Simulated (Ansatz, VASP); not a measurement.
Si3Au: VASP beside Ansatz

```
Si Au
1.0
     5.76833    0.00000    0.00000
    -2.88416    4.99552    0.00000
     0.00000    0.00000    4.55961
Si Au
6 2
Cartesian
  2.8842 3.4546 1.1399
  -1.5497 4.2250 3.4197
  1.3345 0.7705 1.1399
  0.0000 1.5410 3.4197
  4.4338 0.7705 1.1399
  1.5497 4.2250 3.4197
  0.0000 3.3303 1.1399
  2.8842 1.6652 3.4197
```

Alike in both runs: functional PBE; k mesh 6 × 6 × 4; occupations gaussian, width 0.1 eV; no spin polarisation.

Ansatz relaxed the structure, and its values are those at the end. VASP's run is a single point on that final structure, the one shown.

```csv
,VASP,Ansatz
version,VASP 6.6.1,Ansatz 0.2.0
potentials or method,"VASP PAW PBE potentials, release 64 (Si, Au), cutoff 520 eV","scalar-relativistic, plane waves, PAW"
valence electrons in the cell,46,62
```

Ansatz gave:

```
gap on the k mesh at the Fermi level (eV) : none
pressure (GPa)                            : -0.1
rms of the force components (eV/Å)        : 0.006
```

Problem. Which values does VASP return?

Solution. gap on the k mesh at the Fermi level (eV): none; pressure (GPa): -0.2; rms of the force components (eV/Å): 0.007.

A gap of «none» marks a metal or a gap that the smearing closes. VASP's potentials hold 46 valence electrons a cell and Ansatz's 62, so a difference there can come from the potentials and not from the codes.

Spin-orbit coupling is off throughout.
